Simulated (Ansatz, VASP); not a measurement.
Ca: VASP beside Ansatz

```
CELL_PARAMETERS angstrom
0.00000 2.66867 2.66867
2.66867 0.00000 2.66867
2.66867 2.66867 0.00000
ATOMIC_POSITIONS crystal
Ca 0.00000 0.00000 0.00000
```

Alike in both runs: functional LDA; k mesh 14 × 14 × 14; occupations gaussian, width 0.1 eV; no spin polarisation.

Ansatz relaxed the structure, and its values are those at the end. VASP's run is a single point on that final structure, the one shown.

```csv
,VASP,Ansatz
version,VASP 6.6.1,Ansatz 0.2.0
potentials or method,"VASP PAW LDA potentials, release 64 (Ca_sv), cutoff 520 eV","scalar-relativistic, plane waves, PAW"
valence electrons in the cell,10,10
```

```tsv
	VASP	Ansatz	Ansatz less VASP
gap on the k mesh at the Fermi level (eV)	none	none	-
pressure (GPa)	0.0	0.0	+0.01
```

LDA's correlation is that of Perdew and Zunger in VASP and of Perdew and Wang (1992) in Ansatz. A gap of «none» marks a metal or a gap that the smearing closes.
